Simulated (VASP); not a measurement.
# TePbI6 (Fm-3m) in VASP: notebook

The runs below take TePbI6 through single point, relaxation of cell and atoms, with PBEsol, r2SCAN+rVV10.

All numbers are computed with VASP 6.6.1; they aren't measurements. Logs are shortened: lines on timing, memory, paths and dates and some standing lists are left out, and cuts for length are marked.

## (1) The cell of the first run

Symmetry: Fm-3m, No. 225, cubic system. Conventional cell: a = 12.062 Å, b = 12.062 Å, c = 12.062 Å, α = 90.00°, β = 90.00°, γ = 90.00°. Within 3.9 Å of Te (site symmetry m-3m) lie 6 I at 2.93 Å. Within 4.1 Å of Pb (site symmetry m-3m) lie 6 I at 3.10 Å. Within 3.9 Å of I (site symmetry 4mm) lie 1 Te at 2.93 Å and 1 Pb at 3.10 Å.

## (2) Single point, PBEsol

INCAR reads:

```
PREC = Accurate ; ENCUT = 520
EDIFF = 1E-7 ; ISMEAR = -1
SIGMA = 0.03 ; LREAL = F
LASPH = T ; NELM = 80
ALGO = Normal ; ISIF = 2
LWAVE = F ; LCHARG = T
GGA = PS ; LELF = T
LVHAR = T ; NBANDS = 41
```

KPOINTS reads:

```
Automatic mesh
0
Gamma
  4 4 4
```

POSCAR reads:

```
TePbI6
1.0
    0.0000000000      6.0309738985      6.0309738985
    6.0309738985      0.0000000000      6.0309738985
    6.0309738985      6.0309738985      0.0000000000
Te Pb I
1 1 6
Direct
    0.5000000000      0.5000000000      0.5000000000
    0.0000000000      0.0000000000      0.0000000000
    0.7430884957      0.2569115043      0.2569115043
    0.2569115043      0.7430884957      0.7430884957
    0.2569115043      0.7430884957      0.2569115043
    0.7430884957      0.2569115043      0.7430884957
    0.2569115043      0.2569115043      0.7430884957
    0.7430884957      0.7430884957      0.2569115043
```

Potentials or basis: VASP PAW PBE potentials, release 64 (Te, Pb_d, I).

Run with:

```
> cat potpaw_PBE.64/Te/POTCAR potpaw_PBE.64/Pb_d/POTCAR potpaw_PBE.64/I/POTCAR > POTCAR
> mpirun -np 1 vasp_std > vasp.out
```

OUTCAR:

```text
PREC = Accurate
   ENCUT = 520
   EDIFF = 1E-7
   ISMEAR = -1
   LREAL = F
   LASPH = T
   NELM = 80
   ISIF = 2
   GGA = PS

 ion  position               nearest neighbor table
   1  0.500  0.500  0.500-   3 2.93   4 2.93   5 2.93   6 2.93   7 2.93   8 2.93
   2  0.000  0.000  0.000-   3 3.10   4 3.10   5 3.10   6 3.10   7 3.10   8 3.10
   3  0.743  0.257  0.257-   1 2.93   2 3.10
   4  0.257  0.743  0.743-   1 2.93   2 3.10
   5  0.257  0.743  0.257-   1 2.93   2 3.10
   6  0.743  0.257  0.743-   1 2.93   2 3.10
   7  0.257  0.257  0.743-   1 2.93   2 3.10
   8  0.743  0.743  0.257-   1 2.93   2 3.10

  LATTYP: Found a face centered cubic cell.
 ALAT       =    12.0619477970

  Lattice vectors:

 A1 = (   0.0000000000,   6.0309738985,   6.0309738985)
 A2 = (   6.0309738985,   0.0000000000,   6.0309738985)
 A3 = (   6.0309738985,   6.0309738985,   0.0000000000)

Analysis of symmetry for initial positions (statically):
=====================================================================
 Subroutine PRICEL returns:
 Original cell was already a primitive cell.

 Routine SETGRP: Setting up the symmetry group for a
 face centered cubic supercell.

 Subroutine GETGRP returns: Found 48 space group operations
 (whereof 48 operations were pure point group operations)
 out of a pool of 48 trial point group operations.

The static configuration has the point symmetry O_h .

Analysis of symmetry for dynamics (positions and initial velocities):
=====================================================================
 Subroutine PRICEL returns:
 Original cell was already a primitive cell.

 Routine SETGRP: Setting up the symmetry group for a
 face centered cubic supercell.

 Subroutine GETGRP returns: Found 48 space group operations
 (whereof 48 operations were pure point group operations)
 out of a pool of 48 trial point group operations.

The dynamic configuration has the point symmetry O_h .

 Subroutine INISYM returns: Found 48 space group operations
 (whereof 48 operations are pure point group operations),
 and found     1 'primitive' translations

----------------------------------------------------------------------------------------

                                     Primitive cell

  volume of cell :     438.7250

  direct lattice vectors                    reciprocal lattice vectors
     0.000000000  6.030973899  6.030973899    -0.082905350  0.082905350  0.082905350
     6.030973899  0.000000000  6.030973899     0.082905350 -0.082905350  0.082905350
     6.030973899  6.030973899  0.000000000     0.082905350  0.082905350 -0.082905350

  length of vectors
     8.529085082  8.529085082  8.529085082     0.143596278  0.143596278  0.143596278

  position of ions in fractional coordinates (direct lattice)
     0.500000000  0.500000000  0.500000000
     0.000000000  0.000000000  0.000000000
     0.743088496  0.256911504  0.256911504
     0.256911504  0.743088496  0.743088496
     0.256911504  0.743088496  0.256911504
     0.743088496  0.256911504  0.743088496
     0.256911504  0.256911504  0.743088496
     0.743088496  0.743088496  0.256911504

  ion indices of the primitive-cell ions
   primitive index   ion index
                 1           1
                 2           2
                 3           3
                 4           4
                 5           5
                 6           6
                 7           7
                 8           8

----------------------------------------------------------------------------------------

 KPOINTS: Automatic mesh

Automatic generation of k-mesh.
 Grid dimensions read from file:
 generate k-points for:    4    4    4

 Generating k-lattice:

  Cartesian coordinates                     Fractional coordinates (reciprocal lattice)
    -0.020726337  0.020726337  0.020726337     0.250000000  0.000000000  0.000000000
     0.020726337 -0.020726337  0.020726337     0.000000000  0.250000000  0.000000000
     0.020726337  0.020726337 -0.020726337     0.000000000  0.000000000  0.250000000

  Length of vectors
     0.035899069  0.035899069  0.035899069

  Shift w.r.t. Gamma in fractional coordinates (k-lattice)
     0.000000000  0.000000000  0.000000000

 Subroutine IBZKPT returns following result:
 ===========================================

 Found      8 irreducible k-points:

 Following reciprocal coordinates:
            Coordinates               Weight
  0.000000  0.000000  0.000000      1.000000
  0.250000  0.000000  0.000000      8.000000
  0.500000  0.000000  0.000000      4.000000
  0.250000  0.250000  0.000000      6.000000
  0.500000  0.250000  0.000000     24.000000
 -0.250000  0.250000  0.000000     12.000000
  0.500000  0.500000  0.000000      3.000000
 -0.250000  0.500000  0.250000      6.000000
   k-points           NKPTS =      8   k-points in BZ     NKDIM =      8   number of bands    NBANDS=     41
   number of dos      NEDOS =    301   number of ions     NIONS =      8
   total plane-waves  NPLWV = 262144
   dimension x,y,z NGX =    64 NGY =   64 NGZ =   64
   dimension x,y,z NGXF=   128 NGYF=  128 NGZF=  128
   ions per type =               1   1   6
   NGX,Y,Z   is equivalent  to a cutoff of  12.47, 12.47, 12.47 a.u.
   NGXF,Y,Z  is equivalent  to a cutoff of  24.95, 24.95, 24.95 a.u.
 SYSTEM =  unknown system
   PREC   = accura    normal or accurate (medium, high low for compatibility)
   ISTART =      0    job   : 0-new  1-cont  2-samecut
   ICHARG =      2    charge: 1-file 2-atom 10-const
   ISPIN  =      1    spin polarized calculation?
   LNONCOLLINEAR =      F non collinear calculations
   LSORBIT =      F    spin-orbit coupling
   LASPH  =      T    aspherical Exc in radial PAW
   ENCUT  =  520.0 eV  38.22 Ry    6.18 a.u.  15.86 15.86 15.86*2*pi/ulx,y,z
   NELM   =     80;   NELMIN=  2; NELMDL= -5     # of ELM steps
   EDIFF  = 0.1E-06   stopping-criterion for ELM
   LREAL  =      F    real-space projection
   EDIFFG = 0.1E-05   stopping-criterion for IOM
   NSW    =      0    number of steps for IOM
   IBRION =     -1    ionic relax: 0-MD 1-quasi-New 2-CG
   NFREE  =      0    steps in history (QN), initial steepest desc. (CG)
   ISIF   =      2    stress and relaxation
   ISYM   =      2    0-nonsym 1-usesym 2-fastsym
   POTIM  = 0.5000    time-step for ionic-motion
   TEBEG  =    0.0;   TEEND  =   0.0 temperature during run
   PSTRESS=    0.0 pullay stress
   NELECT =      62.0000    total number of electrons
   NUPDOWN=      -1.0000    fix difference up-down
   EMIN   =  10.00;   EMAX   =-10.00  energy-range for DOS
   EFERMI =   0.00;   METHOD = LEGACY
   ISMEAR =    -1;   SIGMA  =   0.03  broadening in eV -4-tet -1-fermi 0-gaus
   EFERMI_NEDOS =   21; number of points for ismear=-14 and -15
   IALGO  =     38    algorithm
   IMIX   =      4    mixing-type and parameters
     AMIX     =   0.40;   BMIX     =  1.00
     AMIX_MAG =   1.60;   BMIX_MAG =  1.00
  volume/ion in A,a.u.               =      54.84       370.08
  Fermi-wavevector in a.u.,A,eV,Ry     =   0.852723  1.611413  9.893292  0.727136
  Thomas-Fermi vector in A             =   1.969055
   LORBIT       =      0    0 simple, 1 ext, 2 COOP (PROOUT), +10 PAW based schemes
   GGA     = PS    functional components
   LHFCALC =     F    Hartree Fock is set to
   AEXX    =    0.0000 exact exchange contribution
   IVDW    =     0    specifies the selected vdW correction
   LEPSILON=     F    determine dielectric tensor
   LRPA    =     F    only Hartree local field effects (RPA)
 non-spin polarized calculation
  energy-cutoff  :      520.00
  volume of cell :      438.72
 maximum number of plane-waves:     11858
   NGX = 31   NGY = 31   NGZ = 31

 number of electron      62.0000007 magnetization

 Free energy of the ion-electron system (eV)
  ---------------------------------------------------
  ext. energy  EPLUGINS =         0.00000000
  ---------------------------------------------------
  free energy    TOTEN  =       -19.14415149 eV

  energy without entropy =      -19.14209681  energy(sigma->0) =      -19.14312415

 E-fermi :   0.4341     XC(G=0):  -6.7418

 val. band max:        0.2279562507   @ k =   0.0000   0.0000   0.0000
 cond. band min:       0.4569506513   @ k =   0.0000   0.0000   0.0000
 fundamental gap:      0.2289944005
 Fermi energy:         0.4340980124

 k-point     1 :       0.0000    0.0000    0.0000
  band No.  band energies     occupation
      1     -16.3792      2.00000
      2     -16.3792      2.00000
      3     -16.2954      2.00000
      4     -16.2954      2.00000
      5     -16.2954      2.00000
      6     -13.0158      2.00000
[... 33 lines left out ...]
     40       5.7045      0.00000
     41       5.7045      0.00000

 k-point     2 :       0.2500    0.0000    0.0000
  band No.  band energies     occupation
      1     -16.3793      2.00000
      2     -16.3793      2.00000
      3     -16.2954      2.00000
      4     -16.2954      2.00000
      5     -16.2954      2.00000
      6     -12.9828      2.00000
[... 33 lines left out ...]
     40       6.1171      0.00000
     41       6.1171      0.00000

 k-point     3 :       0.5000    0.0000    0.0000
  band No.  band energies     occupation
      1     -16.3793      2.00000
      2     -16.3793      2.00000
      3     -16.2954      2.00000
      4     -16.2954      2.00000
      5     -16.2954      2.00000
      6     -12.9457      2.00000
[... 33 lines left out ...]
     40       6.6870      0.00000
     41       6.7535      0.00000

 k-point     4 :       0.2500    0.2500    0.0000
  band No.  band energies     occupation
      1     -16.3794      2.00000
      2     -16.3792      2.00000
      3     -16.2954      2.00000
      4     -16.2954      2.00000
      5     -16.2954      2.00000
      6     -12.9723      2.00000
[... 33 lines left out ...]
     40       6.1734      0.00000
     41       6.5332      0.00000

 k-point     5 :       0.5000    0.2500    0.0000
  band No.  band energies     occupation
      1     -16.3795      2.00000
      2     -16.3793      2.00000
      3     -16.2954      2.00000
      4     -16.2954      2.00000
      5     -16.2954      2.00000
      6     -12.9357      2.00000
[... 33 lines left out ...]
     40       6.7266      0.00000
     41       6.9723      0.00000

 k-point     6 :      -0.2500    0.2500    0.0000
  band No.  band energies     occupation
      1     -16.3794      2.00000
      2     -16.3793      2.00000
      3     -16.2954      2.00000
      4     -16.2954      2.00000
      5     -16.2954      2.00000
      6     -12.9474      2.00000
[... 33 lines left out ...]
     40       6.4938      0.00000
     41       6.7522      0.00000

 k-point     7 :       0.5000    0.5000    0.0000
  band No.  band energies     occupation
      1     -16.3797      2.00000
      2     -16.3792      2.00000
      3     -16.2954      2.00000
      4     -16.2954      2.00000
      5     -16.2954      2.00000
      6     -12.9254      2.00000
[... 33 lines left out ...]
     40       6.9210      0.00000
     41       7.2018      0.00000

 k-point     8 :      -0.2500    0.5000    0.2500
  band No.  band energies     occupation
      1     -16.3796      2.00000
      2     -16.3793      2.00000
      3     -16.2954      2.00000
      4     -16.2954      2.00000
      5     -16.2954      2.00000
      6     -12.9238      2.00000
[... 33 lines left out ...]
     40       6.9232      0.00000
     41       6.9439      0.00000

------------------------ aborting loop because EDIFF is reached ----------------------------------------

  FORCE on cell =-STRESS in cart. coord.  units (eV):
  Direction    XX          YY          ZZ          XY          YZ          ZX
  --------------------------------------------------------------------------------------
  -------------------------------------------------------------------------------------
  Total       -0.1164557     -0.1164557     -0.1164557      0.0000000     -0.0000000     -0.0000000
  in kB       -0.4252840     -0.4252840     -0.4252840      0.0000000     -0.0000000     -0.0000000
  external PRESSURE =      -0.4252840 kB  Pullay stress =       0.0000000 kB

 VOLUME and BASIS-vectors are now :
 -----------------------------------------------------------------------------
  energy-cutoff  :      520.00
  volume of cell :      438.72
      direct lattice vectors                 reciprocal lattice vectors
     0.000000000  6.030973899  6.030973899    -0.082905350  0.082905350  0.082905350
     6.030973899  0.000000000  6.030973899     0.082905350 -0.082905350  0.082905350
     6.030973899  6.030973899  0.000000000     0.082905350  0.082905350 -0.082905350

 POSITION                                       TOTAL-FORCE (eV/Angst)
 -----------------------------------------------------------------------------------
      6.03097      6.03097      6.03097         0.000000      0.000000     -0.000000
      0.00000      0.00000      0.00000         0.000000      0.000000     -0.000000
      3.09885      6.03097      6.03097         0.002681      0.000000     -0.000000
      8.96309      6.03097      6.03097        -0.002681      0.000000     -0.000000
      6.03097      3.09885      6.03097         0.000000      0.002681     -0.000000
      6.03097      8.96309      6.03097         0.000000     -0.002681     -0.000000
      6.03097      6.03097      3.09885         0.000000      0.000000      0.002681
      6.03097      6.03097      8.96309         0.000000      0.000000     -0.002681
 -----------------------------------------------------------------------------------
    total drift:                               -0.000000     -0.000000      0.000000

  FREE ENERGIE OF THE ION-ELECTRON SYSTEM (eV)
  ---------------------------------------------------
  free  energy   TOTEN  =       -19.1441514888 eV

  energy  without entropy=      -19.1420968090  energy(sigma->0) =      -19.14312415
```

It took 2.9 min on 1 thread of AMD EPYC 9R45 (Zen 5), shared host; peak memory 0.61 GiB.

Results:

* Free energy: -19.1442 eV
* Pressure: 0.0 GPa
* Band gap on the k mesh: zero (filled and empty bands touch)

Forces on the atoms (eV/Å):
```
Te   0.000  0.000  0.000
Pb   0.000  0.000  0.000
I    0.003  0.000  0.000
I   -0.003  0.000  0.000
I    0.000  0.003  0.000
I    0.000 -0.003  0.000
I    0.000  0.000  0.003
I    0.000  0.000 -0.003
```

Caveat: the PAW data sets were made with another functional, which shifts forces and pressure a little; spin-orbit coupling is left out, which moves the levels of the heavy elements.

## (3) Single point, r2SCAN+rVV10

This run uses another cell than the first one, of 55.60 Å³/atom.

POSCAR reads:

```
TePbI6
1.0
    0.0000000000      6.0587401887      6.0587401887
    6.0587401887      0.0000000000      6.0587401887
    6.0587401887      6.0587401887      0.0000000000
Te Pb I
1 1 6
Direct
    0.5000000000      0.5000000000      0.5000000000
    0.0000000000      0.0000000000      0.0000000000
    0.7426376985      0.2573623015      0.2573623015
    0.2573623015      0.7426376985      0.7426376985
    0.2573623015      0.7426376985      0.2573623015
    0.7426376985      0.2573623015      0.7426376985
    0.2573623015      0.2573623015      0.7426376985
    0.7426376985      0.7426376985      0.2573623015
```

INCAR.step1 reads:

```
SYSTEM = TePbI6
PREC = Accurate
ENCUT = 520
ISMEAR = -1
SIGMA = 0.03
LREAL = .FALSE.
LASPH = .TRUE.
NELM = 60
NBANDS = 41
GGA = PE
ALGO = Normal
EDIFF = 1E-4
LWAVE = .TRUE.
LCHARG = .FALSE.
```

INCAR.step2 reads:

```
SYSTEM = TePbI6
PREC = Accurate
ENCUT = 520
EDIFF = 1E-6
ISMEAR = -1
SIGMA = 0.03
LREAL = .FALSE.
LASPH = .TRUE.
NELM = 60
ALGO = Normal
ISIF = 2
LWAVE = .FALSE.
LCHARG = .FALSE.
METAGGA = R2SCAN
LMIXTAU = .TRUE.
LUSE_VDW = .TRUE.
IVDW_NL = 2
BPARAM = 11.95
CPARAM = 0.0093
NBANDS = 41
ISTART = 1
```

KPOINTS reads:

```
regular mesh
0
G
  4 4 4
  0 0 0
```

Potentials or basis: VASP PAW PBE potentials, release 64 (Te, Pb_d, I).

Run with:

```
> cat potpaw_PBE.64/Te/POTCAR potpaw_PBE.64/Pb_d/POTCAR potpaw_PBE.64/I/POTCAR > POTCAR
> cp INCAR.step1 INCAR
> mpirun -np 1 vasp_std > vasp.out
> cp INCAR.step2 INCAR
> mpirun -np 1 vasp_std > vasp.out
```

It took 15 min on 1 thread of AMD EPYC 9R45 (Zen 5), shared host; peak memory 1.6 GiB.

It converged, with:

```yaml
Free_energy: -228.3127 eV
Pressure: 0.1 GPa
Band_gap_on_the_k_mesh: 0.08 eV
```

Levels at points of the mesh, in eV from the valence-band top:
```tsv
k point	band 29	band 30	band 31	band 32	band 33	band 34
(0.00, 0.00, 0.00)	-0.39	-0.39	0.00	0.08	0.08	0.08
(0.50, 0.00, 0.00)	-0.76	-0.76	-0.70	1.94	1.94	2.45
(0.50, 0.50, 0.00)	-1.07	-0.60	-0.40	0.53	0.53	0.82
```

Caveat: the PAW data sets were made with another functional, which shifts forces and pressure a little; spin-orbit coupling is left out, which moves the levels of the heavy elements. A k mesh can miss the band edges.

[end of part 1 of 2]

The gap in the log of VASP goes by the Fermi energy; the results here count the filled bands.